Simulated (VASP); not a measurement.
GaSb, 2 atoms in the cell. Symmetry: I-4m2, No. 119, tetragonal system. Conventional cell: a = 4.292 Å, b = 4.292 Å, c = 6.183 Å, α = 90.00°, β = 90.00°, γ = 90.00°. Within 3.5 Å of Ga (site symmetry -4m2) lie 4 Sb at 2.64 Å. Within 3.5 Å of Sb (site symmetry -4m2) lie 4 Ga at 2.64 Å.  This cell differs from its parent crystal: epitaxial xy strain -1.0%.

- Program: VASP 6.6.1
- Task: single point
- Functional: r2SCAN
- Potentials or basis: VASP PAW PBE potentials, release 64 (Ga_d, Sb)
- Cutoff: 520 eV
- k mesh: 8 × 8 × 8
- Occupations: fermi-dirac, width 0.02 eV
- Spin: no spin polarisation
- Dipole correction: no
- Further INCAR settings: ALGO = Normal; EDIFF = 1e-06; NBANDS = 16

Potentials or basis: VASP PAW PBE potentials, release 64 (Ga_d, Sb).

The run is started by

```bash
$ cat potpaw_PBE.64/Ga_d/POTCAR potpaw_PBE.64/Sb/POTCAR > POTCAR
$ cp INCAR.step1 INCAR
$ mpirun -np 1 vasp_std > vasp.out
$ cp INCAR.step2 INCAR
$ mpirun -np 1 vasp_std > vasp.out
```

Hardware: 1 thread of Intel(R) Xeon(R) Platinum 8488C (Sapphire Rapids) (shared host).

Estimate the wall time of this run.

Run time: 68 s on 1 thread of Intel(R) Xeon(R) Platinum 8488C (Sapphire Rapids) (shared host), peak memory 0.22 GiB. Counts: k points 59.
